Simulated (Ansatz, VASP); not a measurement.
ZnS in VASP and in Ansatz

```
Zn S
1.0
     3.81100    0.00000    0.00000
    -1.90550    3.30042    0.00000
     0.00000    0.00000    6.23400
Zn S
2 2
Cartesian
  0.0000 2.2003 0.0000
  1.9055 1.1001 3.1170
  0.1235 2.2716 2.3536
  2.0290 1.1715 5.4706
```

Change from the starting cell: all S atoms moved -0.150 Å, as atom 3 towards its neighbour atom 2 (Zn) at 2.314 Å.

Alike in both runs: task single point; functional PBE; k mesh 12 × 12 × 6; occupations fermi-dirac, width 0.02 eV; no spin polarisation.

```csv
,VASP,Ansatz
version,VASP 6.6.1,Ansatz 0.2.0
potentials or method,"VASP PAW PBE potentials, release 64 (Zn, S), cutoff 520 eV","scalar-relativistic, plane waves, PAW"
valence electrons in the cell,36,36
```

|  | VASP | Ansatz | Ansatz less VASP |
| --- | --- | --- | --- |
| gap on the k mesh at the Fermi level (eV) | 2.19 | 2.19 | -0.007 |
| least direct gap on the mesh (eV) | 2.19 | 2.19 | -0.007 |
| pressure (GPa) | 3.1 | 2.9 | -0.18 |
| traceless stress, the component that is largest in VASP (GPa) | 1.97 | 1.95 | -0.023 |
| rms of the force components (eV/Å) | 0.566 | 0.562 | -0.0037 |

Atom by atom the forces differ by 0.004 eV/Å (rms over components).
